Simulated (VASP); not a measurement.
# SnO2 (P2_12_12) in VASP: a series of runs

Runs on SnO2. Level: LDA. Tasks: single point.

All numbers are computed with VASP 6.6.1; they aren't measurements. Logs are shortened: lines on timing, memory, paths and dates and some standing lists are left out, and cuts for length are marked.

**1. The cell of the first run**

The typed cell holds 6 atoms: a = 4.720 Å, b = 4.721 Å, c = 3.338 Å, α = 90.00°, β = 90.00°, γ = 90.00°.

**2. Single point, LDA (atoms displaced along a vibrational mode, the cell strained)**

INCAR

```
SYSTEM = SnO2
PREC     = Accurate       ! precision mode
ENCUT    = 520            ! plane-wave cutoff, eV
EDIFF    = 1E-7           ! SCF threshold, eV
ISMEAR   = 0              ! smearing method
SIGMA    = 0.05           ! smearing width, eV
LREAL    = .False.        ! projectors in reciprocal space
LASPH    = .True.         ! aspherical terms in the spheres
NELM     = 60             ! most SCF steps
ALGO     = Normal         ! electronic algorithm
ISIF     = 2              ! what is computed and relaxed
LWAVE    = .False.        ! write WAVECAR
LCHARG   = .False.        ! write CHGCAR
GGA      = CA             ! functional
NBANDS   = 35             ! bands
```

KPOINTS

```
Automatic mesh
0
Gamma
  6 6 8
  0 0 0
```

POSCAR

```
SnO2
1.0
    4.7201335122      0.0000000000      0.0000000000
    0.0000000000      4.7206343096      0.0000000000
    0.0000000000      0.0000000000      3.3377407070
Sn O
2 4
Direct
    0.5000000000      0.5000000000      0.5036858593
    0.0000000000      0.0000000000     -0.0036858593
    0.3059920350      0.3061675039     -0.0235196520
    0.8059920350      0.1938324961      0.5235196520
    0.1940079650      0.8061675039      0.5235196520
    0.6940079650      0.6938324961     -0.0235196520
```

Potentials or basis: VASP PAW LDA potentials, release 64 (Sn_d, O).

The run is started by

```sh
$ cat potpaw_LDA.64/Sn_d/POTCAR potpaw_LDA.64/O/POTCAR > POTCAR
$ mpirun -np 1 vasp_std > vasp.out
```

OUTCAR:

```text
SYSTEM = SnO2
   PREC = Accurate
   ENCUT = 520
   EDIFF = 1E-7
   ISMEAR = 0
   LREAL = .False.
   LASPH = .True.
   NELM = 60
   ISIF = 2
   GGA = CA

 ion  position               nearest neighbor table
   1  0.500  0.500  0.504-   3 2.04   6 2.04   5 2.04   4 2.04   3 2.18   6 2.18   2 3.72   2 3.72
                             2 3.72   2 3.72   2 3.74   2 3.74   2 3.74   2 3.74
   2  0.000  0.000  0.996-   4 2.04   5 2.04   3 2.04   6 2.04   4 2.18   5 2.18   1 3.72   1 3.72
                             1 3.72   1 3.72   1 3.74   1 3.74   1 3.74   1 3.74
   3  0.306  0.306  0.976-   1 2.04   2 2.04   1 2.18
   4  0.806  0.194  0.524-   2 2.04   1 2.04   2 2.18
   5  0.194  0.806  0.524-   2 2.04   1 2.04   2 2.18
   6  0.694  0.694  0.976-   1 2.04   2 2.04   1 2.18

  LATTYP: Found a simple orthorhombic cell.
 ALAT       =     3.3377407070
 B/A-ratio  =     1.4141702207
 C/A-ratio  =     1.4143202615

  Lattice vectors:

 A1 = (   0.0000000000,   0.0000000000,   3.3377407070)
 A2 = (   4.7201335122,   0.0000000000,   0.0000000000)
 A3 = (   0.0000000000,   4.7206343096,   0.0000000000)

Analysis of symmetry for initial positions (statically):
=====================================================================
 Subroutine PRICEL returns:
 Original cell was already a primitive cell.

 Routine SETGRP: Setting up the symmetry group for a
 simple orthorhombic supercell.

 Subroutine GETGRP returns: Found  4 space group operations
 (whereof  2 operations were pure point group operations)
 out of a pool of  8 trial point group operations.

The static configuration has the point symmetry C_2 .
 The point group associated with its full space group is D_2 .

Analysis of symmetry for dynamics (positions and initial velocities):
=====================================================================
 Subroutine PRICEL returns:
 Original cell was already a primitive cell.

 Routine SETGRP: Setting up the symmetry group for a
 simple orthorhombic supercell.

 Subroutine GETGRP returns: Found  4 space group operations
 (whereof  2 operations were pure point group operations)
 out of a pool of  8 trial point group operations.

The dynamic configuration has the point symmetry C_2 .
 The point group associated with its full space group is D_2 .

 Subroutine INISYM returns: Found  4 space group operations
 (whereof  2 operations are pure point group operations),
 and found     1 'primitive' translations

----------------------------------------------------------------------------------------

                                     Primitive cell

  volume of cell :      74.3716

  direct lattice vectors                    reciprocal lattice vectors
     4.720133512  0.000000000  0.000000000     0.211858414  0.000000000  0.000000000
     0.000000000  4.720634310  0.000000000     0.000000000  0.211835939  0.000000000
     0.000000000  0.000000000  3.337740707     0.000000000  0.000000000  0.299603860

  length of vectors
     4.720133512  4.720634310  3.337740707     0.211858414  0.211835939  0.299603860

  position of ions in fractional coordinates (direct lattice)
     0.500000000  0.500000000  0.503685859
     0.000000000  0.000000000  0.996314141
     0.305992035  0.306167504  0.976480348
     0.805992035  0.193832496  0.523519652
     0.194007965  0.806167504  0.523519652
     0.694007965  0.693832496  0.976480348

  ion indices of the primitive-cell ions
   primitive index   ion index
                 1           1
                 2           2
                 3           3
                 4           4
                 5           5
                 6           6

----------------------------------------------------------------------------------------

 KPOINTS: Automatic mesh

Automatic generation of k-mesh.
 Grid dimensions read from file:
 generate k-points for:    6    6    8

 Generating k-lattice:

  Cartesian coordinates                     Fractional coordinates (reciprocal lattice)
     0.035309736  0.000000000  0.000000000     0.166666667  0.000000000  0.000000000
     0.000000000  0.035305990  0.000000000     0.000000000  0.166666667  0.000000000
     0.000000000  0.000000000  0.037450483     0.000000000  0.000000000  0.125000000

  Length of vectors
     0.035309736  0.035305990  0.037450483

  Shift w.r.t. Gamma in fractional coordinates (k-lattice)
     0.000000000  0.000000000  0.000000000

 Subroutine IBZKPT returns following result:
 ===========================================

 Found     80 irreducible k-points:

 Following reciprocal coordinates:
            Coordinates               Weight
  0.000000  0.000000  0.000000      1.000000
  0.166667  0.000000  0.000000      2.000000
  0.333333  0.000000  0.000000      2.000000
  0.500000  0.000000  0.000000      1.000000
  0.000000  0.166667  0.000000      2.000000
  0.166667  0.166667  0.000000      4.000000
[... 16 lines left out ...]
  0.333333  0.166667  0.125000      8.000000
  0.500000  0.166667  0.125000      4.000000
 [... further k-points ...]
   k-points           NKPTS =     80   k-points in BZ     NKDIM =     80   number of bands    NBANDS=     35
   number of dos      NEDOS =    301   number of ions     NIONS =      6
   total plane-waves  NPLWV =  36288
   dimension x,y,z NGX =    36 NGY =   36 NGZ =   28
   dimension x,y,z NGXF=    72 NGYF=   72 NGZF=   56
   ions per type =               2   4
   NGX,Y,Z   is equivalent  to a cutoff of  12.68, 12.68, 13.95 a.u.
   NGXF,Y,Z  is equivalent  to a cutoff of  25.36, 25.36, 27.89 a.u.
 SYSTEM =  SnO2
   PREC   = accura    normal or accurate (medium, high low for compatibility)
   ISTART =      0    job   : 0-new  1-cont  2-samecut
   ICHARG =      2    charge: 1-file 2-atom 10-const
   ISPIN  =      1    spin polarized calculation?
   LNONCOLLINEAR =      F non collinear calculations
   LSORBIT =      F    spin-orbit coupling
   LASPH  =      T    aspherical Exc in radial PAW
   ENCUT  =  520.0 eV  38.22 Ry    6.18 a.u.   8.78  8.78  6.21*2*pi/ulx,y,z
   NELM   =     60;   NELMIN=  2; NELMDL= -5     # of ELM steps
   EDIFF  = 0.1E-06   stopping-criterion for ELM
   LREAL  =      F    real-space projection
   EDIFFG = 0.1E-05   stopping-criterion for IOM
   NSW    =      0    number of steps for IOM
   IBRION =     -1    ionic relax: 0-MD 1-quasi-New 2-CG
   NFREE  =      0    steps in history (QN), initial steepest desc. (CG)
   ISIF   =      2    stress and relaxation
   ISYM   =      2    0-nonsym 1-usesym 2-fastsym
   POTIM  = 0.5000    time-step for ionic-motion
   TEBEG  =    0.0;   TEEND  =   0.0 temperature during run
   PSTRESS=    0.0 pullay stress
   NELECT =      52.0000    total number of electrons
   NUPDOWN=      -1.0000    fix difference up-down
   EMIN   =  10.00;   EMAX   =-10.00  energy-range for DOS
   EFERMI =   0.00;   METHOD = LEGACY
   ISMEAR =     0;   SIGMA  =   0.05  broadening in eV -4-tet -1-fermi 0-gaus
   EFERMI_NEDOS =   21; number of points for ismear=-14 and -15
   IALGO  =     38    algorithm
   IMIX   =      4    mixing-type and parameters
     AMIX     =   0.40;   BMIX     =  1.00
     AMIX_MAG =   1.60;   BMIX_MAG =  1.00
  volume/ion in A,a.u.               =      12.40        83.65
  Fermi-wavevector in a.u.,A,eV,Ry     =   1.453026  2.745822 28.725790  2.111286
  Thomas-Fermi vector in A             =   2.570341
   LORBIT       =      0    0 simple, 1 ext, 2 COOP (PROOUT), +10 PAW based schemes
   GGA     = CA    functional components
   LHFCALC =     F    Hartree Fock is set to
   AEXX    =    0.0000 exact exchange contribution
   IVDW    =     0    specifies the selected vdW correction
   LEPSILON=     F    determine dielectric tensor
   LRPA    =     F    only Hartree local field effects (RPA)
 non-spin polarized calculation
 Gauss-broadening in eV      SIGMA  =   0.05
  energy-cutoff  :      520.00
  volume of cell :       74.37
 maximum number of plane-waves:      2048
 NGX is ok and might be reduce to    36
   NGX = 17   NGY = 17   NGZ = 13

 number of electron      51.9999984 magnetization

 Free energy of the ion-electron system (eV)
  ---------------------------------------------------
  ext. energy  EPLUGINS =         0.00000000
  ---------------------------------------------------
  free energy    TOTEN  =       -41.91711313 eV

  energy without entropy =      -41.91711313  energy(sigma->0) =      -41.91711313

 E-fermi :   5.6982     XC(G=0): -11.6138

 val. band max:        5.4378714645   @ k =   0.0000   0.0000   0.0000
 cond. band min:       5.9548451935   @ k =   0.0000   0.0000   0.0000
 fundamental gap:      0.5169737290
 Fermi energy:         5.6981721196

 k-point     1 :       0.0000    0.0000    0.0000
  band No.  band energies     occupation
      1     -15.5096      2.00000
      2     -14.7627      2.00000
      3     -14.6600      2.00000
      4     -14.6600      2.00000
      5     -14.6386      2.00000
      6     -14.6032      2.00000
[... 27 lines left out ...]
     34      17.1739      0.00000
     35      17.4858      0.00000

 k-point     2 :       0.1667    0.0000    0.0000
  band No.  band energies     occupation
      1     -15.4702      2.00000
      2     -14.8198      2.00000
      3     -14.6707      2.00000
      4     -14.6632      2.00000
      5     -14.6327      2.00000
      6     -14.6023      2.00000
[... 27 lines left out ...]
     34      17.2243      0.00000
     35      17.4714      0.00000

 k-point     3 :       0.3333    0.0000    0.0000
  band No.  band energies     occupation
      1     -15.3563      2.00000
      2     -14.9830      2.00000
      3     -14.6755      2.00000
      4     -14.6684      2.00000
      5     -14.6206      2.00000
      6     -14.6028      2.00000
[... 27 lines left out ...]
     34      17.4257      0.00000
     35      17.5168      0.00000
[... 723 lines left out ...]
 k-point    23 :       0.3333    0.1667    0.1250
  band No.  band energies     occupation
      1     -15.3115      2.00000
      2     -15.0347      2.00000
      3     -14.7477      2.00000
      4     -14.7129      2.00000
      5     -14.6036      2.00000
      6     -14.5791      2.00000
[... 27 lines left out ...]
     34      17.3802      0.00000
     35      17.5176      0.00000

 k-point    24 :       0.5000    0.1667    0.1250
  band No.  band energies     occupation
      1     -15.1846      2.00000
      2     -15.1846      2.00000
      3     -14.7324      2.00000
      4     -14.7324      2.00000
      5     -14.5901      2.00000
      6     -14.5901      2.00000
[... 27 lines left out ...]
     34      17.0852      0.00000
     35      17.6006      0.00000

 [... further k-points ...]

------------------------ aborting loop because EDIFF is reached ----------------------------------------

  FORCE on cell =-STRESS in cart. coord.  units (eV):
  Direction    XX          YY          ZZ          XY          YZ          ZX
  --------------------------------------------------------------------------------------
  -------------------------------------------------------------------------------------
  Total       -1.8973400     -1.8988359     -6.8999083      0.0000000      0.0000000      0.0000000
  in kB      -40.8741297    -40.9063544   -148.6437528      0.0000000      0.0000000      0.0000000
  external PRESSURE =     -76.8080790 kB  Pullay stress =       0.0000000 kB

 VOLUME and BASIS-vectors are now :
 -----------------------------------------------------------------------------
  energy-cutoff  :      520.00
  volume of cell :       74.37
      direct lattice vectors                 reciprocal lattice vectors
     4.720133512  0.000000000  0.000000000     0.211858414  0.000000000  0.000000000
     0.000000000  4.720634310  0.000000000     0.000000000  0.211835939  0.000000000
     0.000000000  0.000000000  3.337740707     0.000000000  0.000000000  0.299603860

 POSITION                                       TOTAL-FORCE (eV/Angst)
 -----------------------------------------------------------------------------------
      2.36007      2.36032      1.68117         0.000000      0.000000     -1.170430
      0.00000      0.00000      3.32544         0.000000      0.000000      1.170430
      1.44432      1.44530      3.25924         0.043862      0.043220      1.222216
      3.80439      0.91501      1.74737         0.043862     -0.043220     -1.222216
      0.91574      3.80562      1.74737        -0.043862      0.043220     -1.222216
      3.27581      3.27533      3.25924        -0.043862     -0.043220      1.222216
 -----------------------------------------------------------------------------------
    total drift:                               -0.000000     -0.000000      0.000000

  FREE ENERGIE OF THE ION-ELECTRON SYSTEM (eV)
  ---------------------------------------------------
  free  energy   TOTEN  =       -41.9171131307 eV

  energy  without entropy=      -41.9171131307  energy(sigma->0) =      -41.91711313
```

Run time: 5.3 min. Hardware: 1 thread of Intel Xeon 8259CL, shared host; peak memory 0.27 GiB.

What came out:

```
Free energy            : -41.9171 eV
Pressure               : -7.7 GPa
Largest force          : 1.224 eV/Å
Band gap on the k mesh : 0.52 eV
```

Forces in eV/Å, atoms in the order of the input:
```
Sn   0.000  0.000 -1.170
Sn   0.000  0.000  1.170
O    0.044  0.043  1.222
O    0.044 -0.043 -1.222
O   -0.044  0.043 -1.222
O   -0.044 -0.043  1.222
```

Stress tensor (GPa, compression positive):
```
 -4.09   0.00   0.00
  0.00  -4.09   0.00
  0.00   0.00 -14.86
```

Levels at points of the mesh, in eV from the valence-band top:
| k point | band 24 | band 25 | band 26 | band 27 | band 28 | band 29 |
| --- | --- | --- | --- | --- | --- | --- |
| (0.00, 0.00, 0.00) | -0.70 | -0.70 | 0.00 | 0.52 | 5.02 | 5.56 |
| (0.50, 0.00, 0.00) | -1.32 | -0.58 | -0.58 | 3.75 | 3.75 | 6.31 |
| (0.00, 0.50, 0.00) | -1.32 | -0.58 | -0.58 | 3.75 | 3.75 | 6.31 |
| (0.50, 0.50, 0.00) | -1.41 | -0.79 | -0.79 | 4.01 | 4.01 | 6.78 |
| (0.00, 0.00, 0.50) | -1.37 | -1.16 | -1.16 | 5.15 | 5.63 | 9.01 |
| (0.50, 0.00, 0.50) | -1.03 | -0.68 | -0.68 | 5.69 | 5.69 | 7.76 |
| (0.00, 0.50, 0.50) | -1.04 | -0.68 | -0.68 | 5.69 | 5.69 | 7.76 |
| (0.50, 0.50, 0.50) | -0.88 | -0.74 | -0.74 | 4.25 | 4.25 | 8.35 |

Caveat: the cell differs from its parent crystal (atoms displaced along a vibrational mode, the cell strained); the stress differs along the axes, from -15 to -4 GPa; semilocal functionals underestimate gaps, and a narrow one can read as zero; spin-orbit coupling is left out, which moves the levels of the heavy elements; forces of over 1 eV/Å act on the atoms, so gaps and moduli don't describe the material at rest.

**3. Single point, LDA (atoms displaced along a vibrational mode, the cell strained)**

INCAR

```
ALGO = Normal
EDIFF = 1E-7
ENCUT = 520
ISIF = 2
ISMEAR = 0
LASPH = T
LCHARG = F
LREAL = F
LWAVE = F
NBANDS = 35
NELM = 60
PREC = Accurate
SIGMA = 0.05
```

KPOINTS

```
k-points
0
Gamma
  6 6 8
```

POSCAR

```
SnO2
1.0
    4.7201335122      0.0000000000      0.0000000000
    0.0000000000      4.7206343096      0.0000000000
    0.0000000000      0.0000000000      3.4120402756
Sn O
2 4
Direct
    0.5000000000      0.5000000000      0.5007371719
    0.0000000000      0.0000000000     -0.0007371719
    0.3059920350      0.3061675039     -0.0047039304
    0.8059920350      0.1938324961      0.5047039304
    0.1940079650      0.8061675039      0.5047039304
    0.6940079650      0.6938324961     -0.0047039304
```

Potentials or basis: VASP PAW LDA potentials, release 64 (Sn_d, O).

The run is started by

```sh
$ cat potpaw_LDA.64/Sn_d/POTCAR potpaw_LDA.64/O/POTCAR > POTCAR
$ mpirun -np 1 vasp_std > vasp.out
```

Wall time 4.8 min (1 thread of Intel Xeon 8259CL, shared host); peak memory 0.27 GiB.

The run converged. Its results:

```yaml
Free_energy: -41.9156 eV
Pressure: -12.8 GPa
Largest_force: 0.336 eV/Å
Band_gap_on_the_k_mesh: 0.26 eV
```

Forces on the atoms (eV/Å):
```
Sn   0.000  0.000 -0.181
Sn   0.000  0.000  0.181
O    0.177  0.176  0.225
O    0.177 -0.176 -0.225
O   -0.177  0.176 -0.225
O   -0.177 -0.176  0.225
```

Stress tensor (GPa, compression positive):
```
 -7.97   0.00   0.00
  0.00  -7.97   0.00
  0.00   0.00 -22.60
```

Levels at points of the mesh, in eV from the valence-band top:
```
           k point  band 24  band 25  band 26  band 27  band 28  band 29
(0.00, 0.00, 0.00)    -0.66    -0.66     0.00     0.26     4.84     5.31
(0.50, 0.00, 0.00)    -1.33    -0.55    -0.55     3.63     3.63     6.06
(0.00, 0.50, 0.00)    -1.33    -0.55    -0.55     3.64     3.64     6.06
(0.50, 0.50, 0.00)    -1.50    -0.69    -0.69     3.85     3.85     6.61
(0.00, 0.00, 0.50)    -1.51    -1.13    -1.13     5.16     5.25     9.12
(0.50, 0.00, 0.50)    -0.94    -0.62    -0.62     5.56     5.56     7.65
(0.00, 0.50, 0.50)    -0.94    -0.62    -0.62     5.56     5.56     7.65
(0.50, 0.50, 0.50)    -0.83    -0.65    -0.65     4.07     4.07     8.38
```

Caveat: the cell differs from its parent crystal (atoms displaced along a vibrational mode, the cell strained); the stress differs along the axes, from -23 to -8 GPa; semilocal functionals underestimate gaps, and a narrow one can read as zero; spin-orbit coupling is left out, which moves the levels of the heavy elements.

[end of part 1 of 2]
